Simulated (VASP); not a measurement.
Here is a VASP 6.6.1 calculation.

The input INCAR:

```
SYSTEM = La3Zr
ALGO = Normal
EDIFF = 1E-7
ENCUT = 520
GGA = PE
ISIF = 2
ISMEAR = 1
LASPH = .TRUE.
LCHARG = .FALSE.
LREAL = .FALSE.
LWAVE = .FALSE.
NBANDS = 30
NELM = 80
PREC = Accurate
SIGMA = 0.05
```

File KPOINTS:

```
k-points
0
G
  5 5 5
  0 0 0
```

The input POSCAR:

```
La3Zr
1.0
    5.0726740000      0.0000000000      0.0000000000
    0.0000000000      5.0726740000      0.0000000000
    0.0000000000      0.0000000000      5.0726740000
La Zr
3 1
Direct
    0.0000000000      0.5000000000      0.5000000000
    0.5000000000      0.0000000000      0.5000000000
    0.5000000000      0.5000000000      0.0000000000
    0.0000000000      0.0000000000      0.0000000000
```

Potentials or basis: VASP PAW PBE potentials, release 64 (La, Zr_sv).

The run is started by

```console
$ cat potpaw_PBE.64/La/POTCAR potpaw_PBE.64/Zr_sv/POTCAR > POTCAR
$ mpirun -np 1 vasp_std > vasp.out
```

Question: Estimate the pressure.

Answer: -0.1 GPa.
